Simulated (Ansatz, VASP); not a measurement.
One calculation of InSb, two programs

File INCAR:

```
SYSTEM = InSb
PREC = Accurate ; ENCUT = 520
EDIFF = 1E-6 ; ISMEAR = 0
SIGMA = 0.15 ; LREAL = .False.
LASPH = .True. ; NELM = 60
ALGO = Normal ; ISIF = 2
LWAVE = .False. ; LCHARG = .True.
GGA = PS ; LELF = .True.
LVHAR = .True. ; NBANDS = 16
```

Contents of KPOINTS:

```
Automatic mesh
0
Gamma
  14 14 14
  0 0 0
```

Contents of POSCAR:

```
InSb
1.0
    0.0000000000      2.9198373500      2.9966751750
    2.9198373500      0.0000000000      2.9966751750
    2.9198373500      2.9198373500      0.0000000000
In Sb
1 1
Direct
    0.0000000000      0.0000000000      0.0000000000
    0.5000000000      0.5000000000      0.5000000000
```

Input for Ansatz:

```yaml
crystal:
  lattice:
    - [0.0, 2.91983735, 2.996675175]
    - [2.91983735, 0.0, 2.996675175]
    - [2.91983735, 2.91983735, 0.0]
  atoms:
    - { symbol: In, position: [0.0, 0.0, 0.0] }
    - { symbol: Sb, position: [0.5, 0.5, 0.5] }
basis:
  ecutwfc: 420
kpoints:
  mp_grid: { grid: [14, 14, 14] }
hamiltonian:
  xc: pbesol
scf:
  occupations: { method: gaussian, width: 0.15 }
output:
  forces: true
  stress: true
  eigenvalues: true
```

Change from the starting cell: strain -0.050 along x and y, -0.025 along z, atoms carried along.

Alike in both runs: task single point; functional PBEsol; k mesh 14 × 14 × 14; occupations gaussian, width 0.15 eV; no spin polarisation.

|  | VASP | Ansatz |
| --- | --- | --- |
| version | VASP 6.6.1 | Ansatz 0.2.0 |
| potentials or method | VASP PAW PBE potentials, release 64 (In_d, Sb), cutoff 520 eV | scalar-relativistic, plane waves, PAW |
| valence electrons in the cell | 18 | 28 |

|  | VASP | Ansatz | Ansatz less VASP |
| --- | --- | --- | --- |
| gap on the k mesh at the Fermi level (eV) | none | none | - |
| pressure (GPa) | 5.1 | 5.0 | -0.11 |
| traceless stress, the component that is largest in VASP (GPa) | -2.06 | -2.05 | +0.005 |

VASP's potentials were made for PBE, not for PBEsol. A gap of «none» marks a metal or a gap that the smearing closes. VASP's potentials hold 18 valence electrons a cell and Ansatz's 28, so a difference there can come from the potentials and not from the codes.

Neither program's run includes spin-orbit coupling.
